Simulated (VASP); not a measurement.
# NbP (I4_1md) in VASP: settings compared, part 2 of 2

VASP 6.6.1. Earlier steps stand in the parts before.

## Step 4: Single point, PBE

This run uses another cell than the first one, of 15.46 Å³/atom.

The input, INCAR:

```
SYSTEM = NbP
PREC = Accurate ; ENCUT = 520
EDIFF = 1E-7 ; ISMEAR = -1
SIGMA = 0.05 ; LREAL = .FALSE.
LASPH = .TRUE. ; NELM = 80
ALGO = Normal ; ISIF = 2
LWAVE = .FALSE. ; LCHARG = .FALSE.
GGA = PE ; NBANDS = 26
```

The input, KPOINTS:

```
Automatic mesh
0
G
  11 11 11
  0 0 0
```

The input, POSCAR:

```
NbP
1.0
   -1.6522863814      1.6522863814      5.6625296365
    1.6522863814     -1.6522863814      5.6625296365
    1.6522863814      1.6522863814     -5.6625296365
Nb P
2 2
Direct
    0.2498808000      0.7498808000      0.5000000000
    0.4998808000      0.4998808000      0.0000000000
    0.8327477700      0.3327477700      0.5000000000
    0.0827477700      0.0827477700      0.0000000000
```

Potentials or basis: VASP PAW PBE potentials, release 64 (Nb_sv, P).

Run with:

```console
$ cat potpaw_PBE.64/Nb_sv/POTCAR potpaw_PBE.64/P/POTCAR > POTCAR
$ mpirun -np 1 vasp_std > vasp.out
```

OUTCAR:

```text
SYSTEM = NbP
   PREC = Accurate
   ENCUT = 520
   EDIFF = 1E-7
   ISMEAR = -1
   LREAL = .FALSE.
   LASPH = .TRUE.
   NELM = 80
   ISIF = 2
   GGA = PE

 ion  position               nearest neighbor table
   1  0.250  0.750  0.500-   4 2.51   4 2.51   3 2.52   3 2.52   3 2.52   3 2.52
   2  0.500  0.500  0.000-   3 2.51   3 2.51   4 2.52   4 2.52   4 2.52   4 2.52
   3  0.833  0.333  0.500-   2 2.51   2 2.51   1 2.52   1 2.52   1 2.52   1 2.52
   4  0.083  0.083  0.000-   1 2.51   1 2.51   2 2.52   2 2.52   2 2.52   2 2.52

  LATTYP: Found a body centered tetragonal cell.
 ALAT       =     3.3045727628
 C/A-ratio  =     3.4270872775

  Lattice vectors:

 A1 = (  -1.6522863814,   1.6522863814,   5.6625296365)
 A2 = (   1.6522863814,  -1.6522863814,   5.6625296365)
 A3 = (   1.6522863814,   1.6522863814,  -5.6625296365)

Analysis of symmetry for initial positions (statically):
=====================================================================
 Subroutine PRICEL returns:
 Original cell was already a primitive cell.

 Routine SETGRP: Setting up the symmetry group for a
 body centered tetragonal supercell.

 Subroutine GETGRP returns: Found  8 space group operations
 (whereof  4 operations were pure point group operations)
 out of a pool of 16 trial point group operations.

The static configuration has the point symmetry C_2v.
 The point group associated with its full space group is C_4v.

Analysis of symmetry for dynamics (positions and initial velocities):
=====================================================================
 Subroutine PRICEL returns:
 Original cell was already a primitive cell.

 Routine SETGRP: Setting up the symmetry group for a
 body centered tetragonal supercell.

 Subroutine GETGRP returns: Found  8 space group operations
 (whereof  4 operations were pure point group operations)
 out of a pool of 16 trial point group operations.

The dynamic configuration has the point symmetry C_2v.
[... 123 lines left out ...]
     AMIX     =   0.40;   BMIX     =  1.00
     AMIX_MAG =   1.60;   BMIX_MAG =  1.00
  volume/ion in A,a.u.               =      15.46       104.32
  Fermi-wavevector in a.u.,A,eV,Ry     =   1.366979  2.583216 25.424289  1.868633
  Thomas-Fermi vector in A             =   2.493072
   LORBIT       =      0    0 simple, 1 ext, 2 COOP (PROOUT), +10 PAW based schemes
   GGA     = PE    functional components
   LHFCALC =     F    Hartree Fock is set to
   AEXX    =    0.0000 exact exchange contribution
   IVDW    =     0    specifies the selected vdW correction
   LEPSILON=     F    determine dielectric tensor
   LRPA    =     F    only Hartree local field effects (RPA)
 non-spin polarized calculation
  energy-cutoff  :      520.00
  volume of cell :       61.84
 maximum number of plane-waves:      1686
 NGX is ok and might be reduce to    48
   NGX = 23   NGY = 23   NGZ = 23

 number of electron      36.0000001 magnetization

 Free energy of the ion-electron system (eV)
  ---------------------------------------------------
  ext. energy  EPLUGINS =         0.00000000
  ---------------------------------------------------
  free energy    TOTEN  =       -35.27461544 eV

  energy without entropy =      -35.26920806  energy(sigma->0) =      -35.27191175

 E-fermi :  11.1107     XC(G=0): -12.1889

 val. band max:       11.1072668268   @ k =  -0.0909   0.4545   0.0909
 cond. band min:      11.1165516482   @ k =  -0.3636   0.4545   0.3636
 fundamental gap:      0.0092848214
 Fermi energy:        11.1107279062

 k-point     1 :       0.0000    0.0000    0.0000
  band No.  band energies     occupation
      1     -43.7263      2.00000
      2     -43.6815      2.00000
      3     -20.0474      2.00000
      4     -19.7967      2.00000
      5     -19.7967      2.00000
      6     -19.6453      2.00000
[... 685 lines left out ...]
     25      15.5379      0.00000
     26      16.7896      0.00000

 [... further k-points ...]

------------------------ aborting loop because EDIFF is reached ----------------------------------------

  FORCE on cell =-STRESS in cart. coord.  units (eV):
  Direction    XX          YY          ZZ          XY          YZ          ZX
  --------------------------------------------------------------------------------------
  -------------------------------------------------------------------------------------
  Total        2.8086329      2.8086329      2.1831910      0.0000000      0.0000000      0.0000000
  in kB       72.7720201     72.7720201     56.5667442      0.0000000      0.0000000      0.0000000
  external PRESSURE =      67.3702615 kB  Pullay stress =       0.0000000 kB

 VOLUME and BASIS-vectors are now :
 -----------------------------------------------------------------------------
  energy-cutoff  :      520.00
  volume of cell :       61.84
      direct lattice vectors                 reciprocal lattice vectors
    -1.652286381  1.652286381  5.662529637     0.000000000  0.302610979  0.088299759
     1.652286381 -1.652286381  5.662529637     0.302610979  0.000000000  0.088299759
     1.652286381  1.652286381 -5.662529637     0.302610979  0.302610979  0.000000000

 POSITION                                       TOTAL-FORCE (eV/Angst)
 -----------------------------------------------------------------------------------
      1.65229     -0.00000      2.82991         0.000000      0.000000      0.029831
      0.00000      0.00000      5.66118        -0.000000     -0.000000      0.029831
     -0.00000      1.65229      3.76839         0.000000      0.000000     -0.029831
      0.00000      0.00000      0.93712        -0.000000     -0.000000     -0.029831
 -----------------------------------------------------------------------------------
    total drift:                                0.000000      0.000000     -0.000023

  FREE ENERGIE OF THE ION-ELECTRON SYSTEM (eV)
  ---------------------------------------------------
  free  energy   TOTEN  =       -35.2746154384 eV

  energy  without entropy=      -35.2692080593  energy(sigma->0) =      -35.27191175
```

OSZICAR:

```text
N       E                     dE             d eps       ncg     rms          rms(c)
DAV:   1     0.356089237758E+03    0.35609E+03   -0.19079E+04  6552   0.139E+03
DAV:   2    -0.766511469962E+01   -0.36375E+03   -0.35294E+03  7758   0.511E+02
DAV:   3    -0.359083554228E+02   -0.28243E+02   -0.27722E+02 12216   0.107E+02
DAV:   4    -0.374504547951E+02   -0.15421E+01   -0.15338E+01  9552   0.206E+01
DAV:   5    -0.375229010236E+02   -0.72446E-01   -0.72382E-01 11664   0.488E+00    0.135E+01
DAV:   6    -0.352537366561E+02    0.22692E+01   -0.77171E+00 10080   0.196E+01    0.506E+00
DAV:   7    -0.352743991722E+02   -0.20663E-01   -0.63664E-01 10278   0.424E+00    0.319E+00
DAV:   8    -0.352740536548E+02    0.34552E-03   -0.69573E-02  9514   0.182E+00    0.446E-01
DAV:   9    -0.352742516151E+02   -0.19796E-03   -0.87772E-03 11300   0.559E-01    0.333E-01
DAV:  10    -0.352746493695E+02   -0.39775E-03   -0.20111E-03  7736   0.420E-01    0.743E-02
DAV:  11    -0.352746200239E+02    0.29346E-04   -0.13042E-04 10104   0.987E-02    0.253E-02
DAV:  12    -0.352746174410E+02    0.25828E-05   -0.62791E-06  9970   0.231E-02    0.944E-03
DAV:  13    -0.352746156269E+02    0.18141E-05   -0.11823E-06 10066   0.103E-02    0.251E-03
DAV:  14    -0.352746153868E+02    0.24018E-06   -0.10286E-07  5476   0.255E-03    0.301E-04
DAV:  15    -0.352746154384E+02   -0.51668E-07   -0.27377E-08  4484   0.192E-03
   1 F= -.35274615E+02 E0= -.35271912E+02  d E =-.540738E-02
```

It took 8.4 min on 1 thread of Intel Xeon Platinum 8259CL at 2.50GHz (Skylake/Cascade Lake), shared host; peak memory 0.42 GiB.

What came out:

```yaml
Free_energy: -35.2746 eV
Pressure: 6.7 GPa
Largest_force: 0.030 eV/Å
Band_gap_on_the_k_mesh: zero (bands 18 and 19 overlap by 0.01 eV)
```

Forces on the atoms (eV/Å):
```
Nb   0.000  0.000  0.030
Nb   0.000  0.000  0.030
P    0.000  0.000 -0.030
P    0.000  0.000 -0.030
```

Caveat: the cell stands under pressure.

## Step 5: Single point, PBE

This run uses another cell than the first one, of 15.78 Å³/atom.

INCAR: that of step 4 with these lines changed.

```diff
@@ -2,3 +2,3 @@
 PREC = Accurate ; ENCUT = 520
-EDIFF = 1E-7 ; ISMEAR = -1
+EDIFF = 1E-6 ; ISMEAR = -1
 SIGMA = 0.05 ; LREAL = .FALSE.
```

KPOINTS is that of step 4.

The input, POSCAR:

```
NbP
1.0
   -1.6636818200      1.6636818200      5.7015827992
    1.6636818200     -1.6636818200      5.7015827992
    1.6636818200      1.6636818200     -5.7015827992
Nb P
2 2
Direct
    0.2498808000      0.7498808000      0.5000000000
    0.4998808000      0.4998808000      0.0000000000
    0.8327477700      0.3327477700      0.5000000000
    0.0827477700      0.0827477700      0.0000000000
```

Potentials or basis: VASP PAW PBE potentials, release 64 (Nb_sv, P).

Run with:

```console
$ cat potpaw_PBE.64/Nb_sv/POTCAR potpaw_PBE.64/P/POTCAR > POTCAR
$ mpirun -np 1 vasp_std > vasp.out
```

OUTCAR:

```text
SYSTEM = NbP
   PREC = Accurate
   ENCUT = 520
   EDIFF = 1E-6
   ISMEAR = -1
   LREAL = .FALSE.
   LASPH = .TRUE.
   NELM = 80
   ISIF = 2
   GGA = PE

 ion  position               nearest neighbor table
   1  0.250  0.750  0.500-   4 2.53   4 2.53   3 2.54   3 2.54   3 2.54   3 2.54
   2  0.500  0.500  0.000-   3 2.53   3 2.53   4 2.54   4 2.54   4 2.54   4 2.54
   3  0.833  0.333  0.500-   2 2.53   2 2.53   1 2.54   1 2.54   1 2.54   1 2.54
   4  0.083  0.083  0.000-   1 2.53   1 2.53   2 2.54   2 2.54   2 2.54   2 2.54

  LATTYP: Found a body centered tetragonal cell.
 ALAT       =     3.3273636400
[... 898 lines left out ...]
  -------------------------------------------------------------------------------------
  Total        1.0770514      1.0770514      0.7033360      0.0000000      0.0000000      0.0000000
  in kB       27.3370129     27.3370129     17.8516134      0.0000000      0.0000000      0.0000000
  external PRESSURE =      24.1752130 kB  Pullay stress =       0.0000000 kB

 VOLUME and BASIS-vectors are now :
 -----------------------------------------------------------------------------
  energy-cutoff  :      520.00
  volume of cell :       63.12
      direct lattice vectors                 reciprocal lattice vectors
    -1.663681820  1.663681820  5.701582799     0.000000000  0.300538236  0.087694947
     1.663681820 -1.663681820  5.701582799     0.300538236  0.000000000  0.087694947
     1.663681820  1.663681820 -5.701582799     0.300538236  0.300538236  0.000000000

 POSITION                                       TOTAL-FORCE (eV/Angst)
 -----------------------------------------------------------------------------------
      1.66368      0.00000      2.84943        -0.000000     -0.000000      0.022001
      0.00000      0.00000      5.70022         0.000000      0.000000      0.022001
     -0.00000      1.66368      3.79438         0.000000      0.000000     -0.022001
      0.00000      0.00000      0.94359        -0.000000     -0.000000     -0.022001
 -----------------------------------------------------------------------------------
    total drift:                                0.000000      0.000000      0.000118

  FREE ENERGIE OF THE ION-ELECTRON SYSTEM (eV)
  ---------------------------------------------------
  free  energy   TOTEN  =       -35.3117867858 eV

  energy  without entropy=      -35.3062988098  energy(sigma->0) =      -35.30904280
```

OSZICAR:

```text
N       E                     dE             d eps       ncg     rms          rms(c)
DAV:   1     0.346774461333E+03    0.34677E+03   -0.19051E+04  6560   0.138E+03
DAV:   2    -0.854257470533E+01   -0.35532E+03   -0.34543E+03  7810   0.504E+02
DAV:   3    -0.360151557052E+02   -0.27473E+02   -0.27049E+02 12208   0.105E+02
DAV:   4    -0.375570672341E+02   -0.15419E+01   -0.15346E+01  9704   0.205E+01
DAV:   5    -0.376297836774E+02   -0.72716E-01   -0.72646E-01 11594   0.479E+00    0.131E+01
DAV:   6    -0.352934775765E+02    0.23363E+01   -0.80481E+00 10088   0.198E+01    0.486E+00
DAV:   7    -0.353122911485E+02   -0.18814E-01   -0.64297E-01 10118   0.432E+00    0.311E+00
DAV:   8    -0.353112795032E+02    0.10116E-02   -0.77206E-02  9868   0.186E+00    0.467E-01
DAV:   9    -0.353114094523E+02   -0.12995E-03   -0.78610E-03 10864   0.538E-01    0.329E-01
DAV:  10    -0.353118155059E+02   -0.40605E-03   -0.19741E-03  7750   0.417E-01    0.663E-02
DAV:  11    -0.353117917839E+02    0.23722E-04   -0.12888E-04 10304   0.970E-02    0.250E-02
DAV:  12    -0.353117895074E+02    0.22765E-05   -0.45143E-06  8140   0.202E-02    0.112E-02
DAV:  13    -0.353117869585E+02    0.25488E-05   -0.17607E-06  5846   0.136E-02    0.277E-03
DAV:  14    -0.353117867858E+02    0.17270E-06   -0.37264E-07  4338   0.698E-03
   1 F= -.35311787E+02 E0= -.35309043E+02  d E =-.548798E-02
```

It took 8.2 min on 1 thread of Intel Xeon Platinum 8259CL at 2.50GHz (Skylake/Cascade Lake), shared host; peak memory 0.43 GiB.

Results:

```yaml
Free_energy: -35.3118 eV
Pressure: 2.4 GPa
Largest_force: 0.022 eV/Å
Band_gap_on_the_k_mesh: zero (filled and empty bands overlap)
```

Forces in eV/Å, atoms in the order of the input:
```
Nb   0.000  0.000  0.022
Nb   0.000  0.000  0.022
P    0.000  0.000 -0.022
P    0.000  0.000 -0.022
```

## Step 6: Overview

```csv
level,potentials or basis,cell,gap on the mesh (eV),pressure (GPa),largest force (eV/Å)
PBE,"VASP PAW PBE potentials, release 64 (Nb_sv, P)","a = 6.083 Å, angles 148.7, 148.7, 44.8°, 4 atoms",none,11.5,0.04
LDA,"VASP PAW LDA potentials, release 64 (Nb_sv, P)","a = 6.126 Å, angles 148.7, 148.7, 44.8°, 4 atoms",none,-1.8,0.03
PBE,"VASP PAW PBE potentials, release 64 (Nb_sv, P)","a = 6.126 Å, angles 148.7, 148.7, 44.8°, 4 atoms",none,6.7,0.03
PBE,"VASP PAW PBE potentials, release 64 (Nb_sv, P)","a = 6.168 Å, angles 148.7, 148.7, 44.8°, 4 atoms",none,2.4,0.02
```

Alike in all rows: task single point; no spin polarisation; k mesh 11 × 11 × 11; cutoff (eV) 520; smearing fermi-dirac 0.05 eV.

Caveats: the cell stands under pressure (at least some runs).

Absolute energies hang on the potentials; compare differences alone.
